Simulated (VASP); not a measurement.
# PbSe (zincblende type) (Imm2) in VASP: notebook, part 2 of 2

VASP 6.6.1.

**3. Electric field gradients, PBE (atom 1 (Pb) moved by [0.08, 0.0, 0.0] A)**

Input file INCAR:

```
ALGO     = Normal         # electronic algorithm
EDIFF    = 1E-8           # SCF threshold, eV
ENCUT    = 520            # plane-wave cutoff, eV
GGA      = PE             # functional
ISIF     = 2              # what is computed and relaxed
ISMEAR   = -1             # smearing method
LASPH    = True           # aspherical terms in the spheres
LCHARG   = False          # write CHGCAR
LEFG     = True         
LREAL    = False          # projectors in reciprocal space
LWAVE    = False          # write WAVECAR
NBANDS   = 17             # bands
NELM     = 60             # most SCF steps
PREC     = Accurate       # precision mode
SIGMA    = 0.08           # smearing width, eV
```

Input file KPOINTS:

```
k-points
0
Gamma
  11 11 11
```

Input file POSCAR:

```
PbSe
1.0
    0.0000000000      3.4503592439      3.4503592439
    3.4503592439      0.0000000000      3.4503592439
    3.4503592439      3.4503592439      0.0000000000
Pb Se
1 1
Direct
   -0.0115929957      0.0115929957      0.0115929957
    0.2500000000      0.2500000000      0.2500000000
```

Potentials or basis: VASP PAW PBE potentials, release 64 (Pb_d, Se).

Started as:

```bash
$ cat potpaw_PBE.64/Pb_d/POTCAR potpaw_PBE.64/Se/POTCAR > POTCAR
$ mpirun -np 1 vasp_std > vasp.out
```

OUTCAR:

```text
EDIFF = 1E-8
   ENCUT = 520
   GGA = PE
   ISIF = 2
   ISMEAR = -1
   LASPH = True
   LREAL = False
   NELM = 60
   PREC = Accurate

 ion  position               nearest neighbor table
   1  0.988  0.012  0.012-   2 2.94   2 2.94   2 3.03   2 3.03
   2  0.250  0.250  0.250-   1 2.94   1 2.94   1 3.03   1 3.03

  LATTYP: Found a face centered cubic cell.
 ALAT       =     6.9007184878

  Lattice vectors:

 A1 = (   0.0000000000,   3.4503592439,   3.4503592439)
 A2 = (   3.4503592439,   0.0000000000,   3.4503592439)
 A3 = (   3.4503592439,   3.4503592439,   0.0000000000)

Analysis of symmetry for initial positions (statically):
=====================================================================
 Subroutine PRICEL returns:
 Original cell was already a primitive cell.

 Routine SETGRP: Setting up the symmetry group for a
 face centered cubic supercell.

 Subroutine GETGRP returns: Found  4 space group operations
 (whereof  4 operations were pure point group operations)
 out of a pool of 48 trial point group operations.

The static configuration has the point symmetry C_2v.

Analysis of symmetry for dynamics (positions and initial velocities):
=====================================================================
 Subroutine PRICEL returns:
 Original cell was already a primitive cell.

 Routine SETGRP: Setting up the symmetry group for a
 face centered cubic supercell.

 Subroutine GETGRP returns: Found  4 space group operations
 (whereof  4 operations were pure point group operations)
 out of a pool of 48 trial point group operations.

The dynamic configuration has the point symmetry C_2v.

 Subroutine INISYM returns: Found  4 space group operations
 (whereof  4 operations are pure point group operations),
 and found     1 'primitive' translations

----------------------------------------------------------------------------------------

                                     Primitive cell

  volume of cell :      82.1529

  direct lattice vectors                    reciprocal lattice vectors
     0.000000000  3.450359244  3.450359244    -0.144912447  0.144912447  0.144912447
     3.450359244  0.000000000  3.450359244     0.144912447 -0.144912447  0.144912447
     3.450359244  3.450359244  0.000000000     0.144912447  0.144912447 -0.144912447

  length of vectors
     4.879544838  4.879544838  4.879544838     0.250995720  0.250995720  0.250995720

  position of ions in fractional coordinates (direct lattice)
     0.988407004  0.011592996  0.011592996
     0.250000000  0.250000000  0.250000000

  ion indices of the primitive-cell ions
   primitive index   ion index
                 1           1
                 2           2

----------------------------------------------------------------------------------------

 KPOINTS: k-points

Automatic generation of k-mesh.
 Grid dimensions read from file:
 generate k-points for:   11   11   11
[... 63 lines left out ...]
   NELM   =     60;   NELMIN=  2; NELMDL= -5     # of ELM steps
   EDIFF  = 0.1E-07   stopping-criterion for ELM
   LREAL  =      F    real-space projection
   EDIFFG = 0.1E-06   stopping-criterion for IOM
   NSW    =      0    number of steps for IOM
   IBRION =     -1    ionic relax: 0-MD 1-quasi-New 2-CG
   NFREE  =      0    steps in history (QN), initial steepest desc. (CG)
   ISIF   =      2    stress and relaxation
   ISYM   =      2    0-nonsym 1-usesym 2-fastsym
   POTIM  = 0.5000    time-step for ionic-motion
   TEBEG  =    0.0;   TEEND  =   0.0 temperature during run
   PSTRESS=    0.0 pullay stress
   NELECT =      20.0000    total number of electrons
   NUPDOWN=      -1.0000    fix difference up-down
   EMIN   =  10.00;   EMAX   =-10.00  energy-range for DOS
   EFERMI =   0.00;   METHOD = LEGACY
   ISMEAR =    -1;   SIGMA  =   0.08  broadening in eV -4-tet -1-fermi 0-gaus
   EFERMI_NEDOS =   21; number of points for ismear=-14 and -15
   IALGO  =     38    algorithm
   IMIX   =      4    mixing-type and parameters
     AMIX     =   0.40;   BMIX     =  1.00
     AMIX_MAG =   1.60;   BMIX_MAG =  1.00
  volume/ion in A,a.u.               =      41.08       277.20
  Fermi-wavevector in a.u.,A,eV,Ry     =   1.022219  1.931713 14.217152  1.044931
  Thomas-Fermi vector in A             =   2.155886
   LORBIT       =      0    0 simple, 1 ext, 2 COOP (PROOUT), +10 PAW based schemes
   GGA     = PE    functional components
   LHFCALC =     F    Hartree Fock is set to
   AEXX    =    0.0000 exact exchange contribution
   IVDW    =     0    specifies the selected vdW correction
   LEPSILON=     F    determine dielectric tensor
   LRPA    =     F    only Hartree local field effects (RPA)
 non-spin polarized calculation
  energy-cutoff  :      520.00
  volume of cell :       82.15
 maximum number of plane-waves:      2229
   NGX = 19   NGY = 19   NGZ = 19

 number of electron      19.9999999 magnetization

 Free energy of the ion-electron system (eV)
  ---------------------------------------------------
  ext. energy  EPLUGINS =         0.00000000
  ---------------------------------------------------
  free energy    TOTEN  =        -7.82991416 eV

  energy without entropy =       -7.82950776  energy(sigma->0) =       -7.82971096

 E-fermi :   2.5138     XC(G=0):  -7.6369

 val. band max:        2.1143825198   @ k =   0.2727  -0.2727  -0.4545
 cond. band min:       2.8289142364   @ k =   0.4545   0.4545   0.0000
 fundamental gap:      0.7145317166
 Fermi energy:         2.5137937506

 k-point     1 :       0.0000    0.0000    0.0000
  band No.  band energies     occupation
      1     -14.6521      2.00000
      2     -14.6518      2.00000
      3     -14.6446      2.00000
      4     -14.6211      2.00000
      5     -14.6191      2.00000
      6     -10.5123      2.00000
[... 457 lines left out ...]
      4     -14.6211      2.00000
      5     -14.6193      2.00000
      6     -10.1077      2.00000
[... 9 lines left out ...]
     16      10.3550      0.00000
     17      11.0450      0.00000

 [... further k-points ...]
[... 5 lines left out ...]
  --------------------------------------------------------------------------------------
  -------------------------------------------------------------------------------------
  Total       -0.0019712      0.0173503      0.0173503      0.0000000      0.2980617      0.0000000
  in kB       -0.0384425      0.3383718      0.3383718      0.0000000      5.8129133      0.0000000
  external PRESSURE =       0.2127671 kB  Pullay stress =       0.0000000 kB

 VOLUME and BASIS-vectors are now :
 -----------------------------------------------------------------------------
  energy-cutoff  :      520.00
  volume of cell :       82.15
      direct lattice vectors                 reciprocal lattice vectors
     0.000000000  3.450359244  3.450359244    -0.144912447  0.144912447  0.144912447
     3.450359244  0.000000000  3.450359244     0.144912447 -0.144912447  0.144912447
     3.450359244  3.450359244  0.000000000     0.144912447  0.144912447 -0.144912447

 POSITION                                       TOTAL-FORCE (eV/Angst)
 -----------------------------------------------------------------------------------
      0.08000      3.45036      3.45036        -0.232181      0.000000      0.000000
      1.72518      1.72518      1.72518         0.232181      0.000000      0.000000
 -----------------------------------------------------------------------------------
    total drift:                               -0.000282      0.000000      0.000000

  FREE ENERGIE OF THE ION-ELECTRON SYSTEM (eV)
  ---------------------------------------------------
  free  energy   TOTEN  =        -7.8299141616 eV

  energy  without entropy=       -7.8295077589  energy(sigma->0) =       -7.82971096

 Electric field gradients (V/A^2)
---------------------------------------------------------------------
 ion       V_xx      V_yy      V_zz      V_xy      V_xz      V_yz
---------------------------------------------------------------------
   1      -0.063     0.031     0.031     0.001     0.001   -61.755
   2      -0.228     0.114     0.114     0.000     0.000    10.881
---------------------------------------------------------------------

 Electric field gradients after diagonalization (V/A^2)
 (convention: |V_zz| > |V_xx| > |V_yy|)
----------------------------------------------------------------------
 ion       V_xx      V_yy      V_zz     asymmetry (V_yy - V_xx)/ V_zz
----------------------------------------------------------------------
   1     -61.724    -0.063    61.787       0.998
   2     -10.767    -0.228    10.995       0.958
----------------------------------------------------------------------

           NMR quadrupolar parameters

 Cq : quadrupolar parameter    Cq=e*Q*V_zz/h
 eta: asymmetry parameters     (V_yy - V_xx)/ V_zz
 Q  : nuclear electric quadrupole moment in mb (millibarn)
----------------------------------------------------------------------
 ion       Cq(MHz)       eta       Q (mb)
----------------------------------------------------------------------
   1       0.149       0.998       1.000
   2       0.027       0.958       1.000
----------------------------------------------------------------------
```

Run time: 1.8 min. Hardware: 1 thread of Intel Xeon 6975P-C (Granite Rapids), shared host; peak memory 0.43 GiB.

Results:

```
Free energy                             : -7.8299 eV
Pressure                                : 0.0 GPa
Largest force                           : 0.232 eV/Å
Band gap on the k mesh                  : 0.71 eV (least direct gap 1.19 eV)
Largest electric field gradient by atom : Pb +61.8; Se +11.0 V/Å²
```

Forces in eV/Å, atoms in the order of the input:
```
Pb  -0.232  0.000  0.000
Se   0.232  0.000  0.000
```

Electric field gradients, principal values (V/Å²):
| atom | least | middle | greatest (by size) |
| --- | --- | --- | --- |
| 1 Pb | -0.063 | -61.724 | 61.787 |
| 2 Se | -0.228 | -10.767 | 10.995 |

Caveat: the cell differs from its parent crystal (atom 1 (Pb) moved by [0.08, 0.0, 0.0] A); without QUAD_EFG the Cq values of the log hold for a quadrupole moment of 1 mb, not for the nuclei; spin-orbit coupling is left out, which moves the levels of the heavy elements; an odd mesh through Γ misses points on the zone boundary, where band edges can lie.
